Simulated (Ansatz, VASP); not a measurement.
## Ni: VASP beside Ansatz

```
Ni
1.0
     2.11877    0.00000    0.00000
     0.00000    2.11877    0.00000
     0.00000    0.00000    2.11877
Ni
1
Direct
  0.00000 0.00000 0.00000
```

Change from the starting cell: volume scaled by 0.75, LAPW.

Alike in both runs: task single point; functional PBE; k mesh 18 × 18 × 18; occupations fermi-dirac, width 0.1 eV; collinear spin.

|  | VASP | Ansatz |
| --- | --- | --- |
| version | VASP 6.6.1 | Ansatz 0.2.0 |
| potentials or method | VASP PAW PBE potentials, release 64 (Ni), cutoff 520 eV | all-electron LAPW, scalar-relativistic |

|  | VASP | Ansatz | Ansatz less VASP |
| --- | --- | --- | --- |
| pressure (GPa) | 78.6 | 79.9 | +1.33 |
| net moment per atom (μB) | 0.03 | 0.10 | +0.073 |
| size of the moment on the site where the two differ most (μB) | 0.03 | 0.10 | +0.075 |

Site moments also hang on the region over which each program counts them. Both programs put the cell under a high pressure, so it lies far from rest at this level. Ansatz ran all-electron here, and VASP with PAW potentials. Ansatz's warnings: seeded moment not kept.

Noted on VASP's run: the cell as given lies far from equilibrium.
